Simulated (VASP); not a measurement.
# C (Fd-3m) in VASP: notebook

C is run at these levels: r2SCAN; tasks: phonons, elastic constants.

All numbers are computed with VASP 6.6.1; they aren't measurements. Logs are shortened: lines on timing, memory, paths and dates and some standing lists are left out, and cuts for length are marked.

### Step 1. The cell of the first run

Symmetry: Fd-3m, No. 227, cubic system. The conventional cell has a = 3.560 Å, b = 3.560 Å, c = 3.560 Å, α = 90.00°, β = 90.00°, γ = 90.00°. C (site symmetry -43m) has 4 C at 1.54 Å within 2.1 Å.

### Step 2. Phonons, r2SCAN

Contents of INCAR:

```
  PREC = Accurate
  ENCUT = 520
  EDIFF = 1E-8
  ISMEAR = 0
  SIGMA = 0.01
  LREAL = False
  LASPH = True
  NELM = 80
  ALGO = Normal
  ISIF = 2
  LWAVE = False
  LCHARG = False
  METAGGA = R2SCAN
  LMIXTAU = True
  NBANDS = 11
  IBRION = 6
  NFREE = 2
  POTIM = 0.015
  NSW = 1
```

Contents of KPOINTS:

```
Automatic mesh
0
Gamma
  10 10 10
```

Contents of POSCAR:

```
C
1.0
    0.0000000000      1.7801423691      1.7801423691
    1.7801423691      0.0000000000      1.7801423691
    1.7801423691      1.7801423691      0.0000000000
C
2
Direct
    0.0000000000      0.0000000000      0.0000000000
    0.2500000000      0.2500000000      0.2500000000
```

Potentials or basis: VASP PAW PBE potentials, release 64 (C).

On the command line:

```console
> cat potpaw_PBE.64/C/POTCAR > POTCAR
> mpirun -np 1 vasp_std > vasp.out
```

OUTCAR:

```text
PREC = Accurate
   ENCUT = 520
   EDIFF = 1E-8
   ISMEAR = 0
   LREAL = False
   LASPH = True
   NELM = 80
   ISIF = 2
   METAGGA = R2SCAN
   IBRION = 6
   NFREE = 2
   POTIM = 0.015
   NSW = 1

 ion  position               nearest neighbor table
   1  0.000  0.000  0.000-   2 1.54   2 1.54   2 1.54   2 1.54
   2  0.250  0.250  0.250-   1 1.54   1 1.54   1 1.54   1 1.54

  LATTYP: Found a face centered cubic cell.
 ALAT       =     3.5602847382

  Lattice vectors:

 A1 = (   0.0000000000,   1.7801423691,   1.7801423691)
 A2 = (   1.7801423691,   0.0000000000,   1.7801423691)
 A3 = (   1.7801423691,   1.7801423691,   0.0000000000)

Analysis of symmetry for initial positions (statically):
=====================================================================
 Subroutine PRICEL returns:
 Original cell was already a primitive cell.

 Routine SETGRP: Setting up the symmetry group for a
 face centered cubic supercell.

 Subroutine GETGRP returns: Found 48 space group operations
 (whereof 24 operations were pure point group operations)
 out of a pool of 48 trial point group operations.

The static configuration has the point symmetry T_d .
 The point group associated with its full space group is O_h .

Analysis of symmetry for dynamics (positions and initial velocities):
=====================================================================
 Subroutine PRICEL returns:
 Original cell was already a primitive cell.

 Routine SETGRP: Setting up the symmetry group for a
 face centered cubic supercell.

 Subroutine GETGRP returns: Found 48 space group operations
 (whereof 24 operations were pure point group operations)
 out of a pool of 48 trial point group operations.

The dynamic configuration has the point symmetry T_d .
 The point group associated with its full space group is O_h .

 Subroutine INISYM returns: Found 48 space group operations
 (whereof 24 operations are pure point group operations),
 and found     1 'primitive' translations

----------------------------------------------------------------------------------------

                                     Primitive cell

  volume of cell :      11.2822

  direct lattice vectors                    reciprocal lattice vectors
     0.000000000  1.780142369  1.780142369    -0.280876411  0.280876411  0.280876411
     1.780142369  0.000000000  1.780142369     0.280876411 -0.280876411  0.280876411
     1.780142369  1.780142369  0.000000000     0.280876411  0.280876411 -0.280876411

  length of vectors
     2.517501481  2.517501481  2.517501481     0.486492215  0.486492215  0.486492215

  position of ions in fractional coordinates (direct lattice)
     0.000000000  0.000000000  0.000000000
     0.250000000  0.250000000  0.250000000

  ion indices of the primitive-cell ions
   primitive index   ion index
                 1           1
                 2           2

----------------------------------------------------------------------------------------

 KPOINTS: Automatic mesh

Automatic generation of k-mesh.
 Grid dimensions read from file:
 generate k-points for:   10   10   10

 Generating k-lattice:

  Cartesian coordinates                     Fractional coordinates (reciprocal lattice)
    -0.028087641  0.028087641  0.028087641     0.100000000  0.000000000  0.000000000
     0.028087641 -0.028087641  0.028087641     0.000000000  0.100000000  0.000000000
     0.028087641  0.028087641 -0.028087641     0.000000000  0.000000000  0.100000000

  Length of vectors
     0.048649221  0.048649221  0.048649221

  Shift w.r.t. Gamma in fractional coordinates (k-lattice)
     0.000000000  0.000000000  0.000000000

 Subroutine IBZKPT returns following result:
 ===========================================

 Found     47 irreducible k-points:

 Following reciprocal coordinates:
            Coordinates               Weight
  0.000000  0.000000  0.000000      1.000000
  0.100000  0.000000  0.000000      8.000000
  0.200000  0.000000  0.000000      8.000000
  0.300000  0.000000  0.000000      8.000000
  0.400000  0.000000  0.000000      8.000000
  0.500000  0.000000  0.000000      4.000000
[... 16 lines left out ...]
  0.300000  0.300000  0.000000      6.000000
  0.400000  0.300000  0.000000     24.000000
 [... further k-points ...]
   k-points           NKPTS =     47   k-points in BZ     NKDIM =     47   number of bands    NBANDS=     11
   number of dos      NEDOS =    301   number of ions     NIONS =      2
   total plane-waves  NPLWV =   8000
   dimension x,y,z NGX =    20 NGY =   20 NGZ =   20
   dimension x,y,z NGXF=    40 NGYF=   40 NGZF=   40
   ions per type =               2
   NGX,Y,Z   is equivalent  to a cutoff of  13.21, 13.21, 13.21 a.u.
   NGXF,Y,Z  is equivalent  to a cutoff of  26.41, 26.41, 26.41 a.u.
 SYSTEM =  unknown system
   PREC   = accura    normal or accurate (medium, high low for compatibility)
   ISTART =      0    job   : 0-new  1-cont  2-samecut
   ICHARG =      2    charge: 1-file 2-atom 10-const
   ISPIN  =      1    spin polarized calculation?
   LNONCOLLINEAR =      F non collinear calculations
   LSORBIT =      F    spin-orbit coupling
   LASPH  =      T    aspherical Exc in radial PAW
   ENCUT  =  520.0 eV  38.22 Ry    6.18 a.u.   4.68  4.68  4.68*2*pi/ulx,y,z
   NELM   =     80;   NELMIN=  2; NELMDL= -5     # of ELM steps
   EDIFF  = 0.1E-07   stopping-criterion for ELM
   LREAL  =      F    real-space projection
   EDIFFG = 0.1E-06   stopping-criterion for IOM
   NSW    =     61    number of steps for IOM
   IBRION =      6    ionic relax: 0-MD 1-quasi-New 2-CG
   NFREE  =      2    steps in history (QN), initial steepest desc. (CG)
   ISIF   =      2    stress and relaxation
   ISYM   =      2    0-nonsym 1-usesym 2-fastsym
   POTIM  = 0.0150    time-step for ionic-motion
   TEBEG  =    0.0;   TEEND  =   0.0 temperature during run
   PSTRESS=    0.0 pullay stress
   NELECT =       8.0000    total number of electrons
   NUPDOWN=      -1.0000    fix difference up-down
   EMIN   =  10.00;   EMAX   =-10.00  energy-range for DOS
   EFERMI =   0.00;   METHOD = LEGACY
   ISMEAR =     0;   SIGMA  =   0.01  broadening in eV -4-tet -1-fermi 0-gaus
   EFERMI_NEDOS =   21; number of points for ismear=-14 and -15
   IALGO  =     38    algorithm
   IMIX   =      4    mixing-type and parameters
     AMIX     =   0.40;   BMIX     =  1.00
     AMIX_MAG =   1.60;   BMIX_MAG =  1.00
  volume/ion in A,a.u.               =       5.64        38.07
  Fermi-wavevector in a.u.,A,eV,Ry     =   1.459845  2.758707 28.996023  2.131148
  Thomas-Fermi vector in A             =   2.576364
   LORBIT       =      0    0 simple, 1 ext, 2 COOP (PROOUT), +10 PAW based schemes
   METAGGA = R2SCAN    functional components
   LHFCALC =     F    Hartree Fock is set to
   AEXX    =    0.0000 exact exchange contribution
   IVDW    =     0    specifies the selected vdW correction
   LEPSILON=     F    determine dielectric tensor
   LRPA    =     F    only Hartree local field effects (RPA)
 finite differences with symmetry
 non-spin polarized calculation
 Gauss-broadening in eV      SIGMA  =   0.01
  energy-cutoff  :      520.00
  volume of cell :       11.28
 maximum number of plane-waves:       318
   NGX =  9   NGY =  9   NGZ =  9

--------------------------------------- Ionic step        1  -------------------------------------------

 number of electron       7.9999999 magnetization

 Free energy of the ion-electron system (eV)
  ---------------------------------------------------
  ext. energy  EPLUGINS =         0.00000000
  ---------------------------------------------------
  free energy    TOTEN  =       -19.65711229 eV

  energy without entropy =      -19.65711229  energy(sigma->0) =      -19.65711229

 E-fermi :   9.9011     XC(G=0): -14.2878

 val. band max:        9.7920759637   @ k =   0.0000   0.0000   0.0000
 cond. band min:      14.1716987133   @ k =   0.4000   0.4000   0.0000
 fundamental gap:      4.3796227496
 Fermi energy:         9.9011258548

 k-point     1 :       0.0000    0.0000    0.0000
  band No.  band energies     occupation
      1     -12.9788      2.00000
      2       9.7921      2.00000
      3       9.7921      2.00000
      4       9.7921      2.00000
      5      15.6425      0.00000
      6      15.6425      0.00000
      7      15.6425      0.00000
      8      23.7407      0.00000
      9      30.2607      0.00000
     10      37.2405      0.00000
     11      37.2405      0.00000
[... 393 lines left out ...]
--------------------------------------- Ionic step        3  -------------------------------------------

 number of electron       7.9999999 magnetization

 Free energy of the ion-electron system (eV)
  ---------------------------------------------------
  ext. energy  EPLUGINS =         0.00000000
  ---------------------------------------------------
  free energy    TOTEN  =       -19.65274119 eV

  energy without entropy =      -19.65274119  energy(sigma->0) =      -19.65274119

 E-fermi :  10.0940     XC(G=0): -14.2878

 val. band max:       10.0364174061   @ k =   0.0000   0.0000   0.0000
 cond. band min:      14.1671748850   @ k =   0.4000   0.4000   0.0000
 fundamental gap:      4.1307574789
 Fermi energy:        10.0939667375

 k-point     1 :       0.0000    0.0000    0.0000
  band No.  band energies     occupation
      1     -12.9793      2.00000
      2       9.5475      2.00000
      3       9.7954      2.00000
      4      10.0364      2.00000
      5      15.4316      0.00000
      6      15.6383      0.00000
      7      15.8561      0.00000
      8      23.7396      0.00000
      9      30.2588      0.00000
     10      37.2399      0.00000
     11      37.2416      0.00000
[... 351 lines left out ...]
  FREE ENERGIE OF THE ION-ELECTRON SYSTEM (eV)
  ---------------------------------------------------
  free  energy   TOTEN  =       -19.6527411872 eV

  energy  without entropy=      -19.6527411872  energy(sigma->0) =      -19.65274119

 INTERNAL STRAIN TENSORS FROM DISPLACED ATOMS
 ============================================

 INTERNAL STRAIN TENSOR FOR ION    1 for displacements in x,y,z  (eV/Angst):
          X           Y           Z          XY          YZ          ZX
  --------------------------------------------------------------------------------
  x    -0.00000     0.00000     0.00000     0.00000     2.55537     0.00000
  y     0.00000     0.00000     0.00000     0.00000     0.00000     2.55537
  z     0.00000     0.00000    -0.00000     2.55537     0.00000     0.00000

 INTERNAL STRAIN TENSOR FOR ION    2 for displacements in x,y,z  (eV/Angst):
          X           Y           Z          XY          YZ          ZX
  --------------------------------------------------------------------------------
  x     0.00000     0.00000     0.00000     0.00000    -2.55537     0.00000
  y     0.00000    -0.00000     0.00000     0.00000     0.00000    -2.55537
  z     0.00000     0.00000     0.00000    -2.55537     0.00000     0.00000

 Eigenvectors and eigenvalues of the dynamical matrix
 ----------------------------------------------------

   1 f  =   39.759726 THz   249.817729 2PiTHz 1326.241717 cm-1   164.432942 meV
             X         Y         Z           dx          dy          dz
      0.000000  0.000000  0.000000     0.000000   -0.707107    0.000000
      0.890071  0.890071  0.890071     0.000000    0.707107    0.000000
[... 21 lines left out ...]
   6 f  =    0.000000 THz     0.000000 2PiTHz    0.000000 cm-1     0.000000 meV
             X         Y         Z           dx          dy          dz
      0.000000  0.000000  0.000000     0.000000    0.000000    0.707107
      0.890071  0.890071  0.890071     0.000000    0.000000    0.707107

 ELASTIC MODULI CONTR FROM IONIC RELAXATION (kBar)
 Direction    XX          YY          ZZ          XY          YZ          ZX
 --------------------------------------------------------------------------------
 XX          -0.0000      0.0000      0.0000      0.0000      0.0000      0.0000
 YY           0.0000     -0.0000      0.0000      0.0000      0.0000     -0.0000
 ZZ           0.0000      0.0000     -0.0000      0.0000      0.0000      0.0000
 XY           0.0000      0.0000      0.0000    -23.8721      0.0000      0.0000
 YZ           0.0000      0.0000      0.0000      0.0000    -23.8721      0.0000
 ZX           0.0000     -0.0000      0.0000      0.0000      0.0000    -23.8721
 --------------------------------------------------------------------------------
```

Wall time 2.6 min (1 thread of Intel Xeon Platinum 8259CL at 2.50GHz (Skylake/Cascade Lake), shared host); peak memory 0.14 GiB.

Results:

```yaml
Highest_phonon_frequency_at_Γ: 1326 cm⁻¹
```

Phonon frequencies in cm⁻¹ (negative: imaginary):
```csv
q point,frequencies
"(0.000, 0.000, 0.000)",0 0 0 1326 1326 1326
```

Caveat: the cell wasn't relaxed at this level first, which shifts response properties; the PAW data sets were made with another functional, which shifts forces and pressure a little.

### Step 3. Elastic constants, r2SCAN

Contents of INCAR:

```
SYSTEM = C
  PREC = Accurate
  ENCUT = 600
  EDIFF = 1E-8
  ISMEAR = 0
  SIGMA = 0.01
  LREAL = .FALSE.
  LASPH = .TRUE.
  NELM = 60
  ALGO = Normal
  ISIF = 3
  LWAVE = .FALSE.
  LCHARG = .TRUE.
  METAGGA = R2SCAN
  LMIXTAU = .TRUE.
  IBRION = 6
  NFREE = 2
  POTIM = 0.015
  NSW = 1
```

Contents of KPOINTS:

```
regular mesh
0
G
  10 10 10
  0 0 0
```

POSCAR is that of step 2.

Potentials or basis: VASP PAW PBE potentials, release 64 (C).

On the command line:

```console
> cat potpaw_PBE.64/C/POTCAR > POTCAR
> mpirun -np 1 vasp_std > vasp.out
```

Run time: 15 min. Hardware: 1 thread of Intel Xeon Platinum 8259CL at 2.50GHz (Skylake/Cascade Lake), shared host; peak memory 0.16 GiB.

The run converged. Its results:

```
Elastic constants C11, C12, C44 : 1110, 120, 589 GPa
Voigt bulk modulus              : 450 GPa
Highest phonon frequency at Γ   : 1327 cm⁻¹
```

Phonon frequencies in cm⁻¹ (negative: imaginary):
| q point | frequencies |
| --- | --- |
| (0.000, 0.000, 0.000) | 0 0 0 1327 1327 1327 |

Elastic tensor in Voigt notation (GPa, in the Cartesian axes of the cell as first typed):
```
1110  120  120    0    0    0
 120 1110  120    0    0    0
 120  120 1110    0    0    0
   0    0    0  589    0    0
   0    0    0    0  589    0
   0    0    0    0    0  589
```

Clamped-ion elastic tensor (GPa):
```
1110  120  120    0    0    0
 120 1110  120    0    0    0
 120  120 1110    0    0    0
   0    0    0  591    0    0
   0    0    0    0  591    0
   0    0    0    0    0  591
```

Caveat: the PAW data sets were made with another functional, which shifts forces and pressure a little.
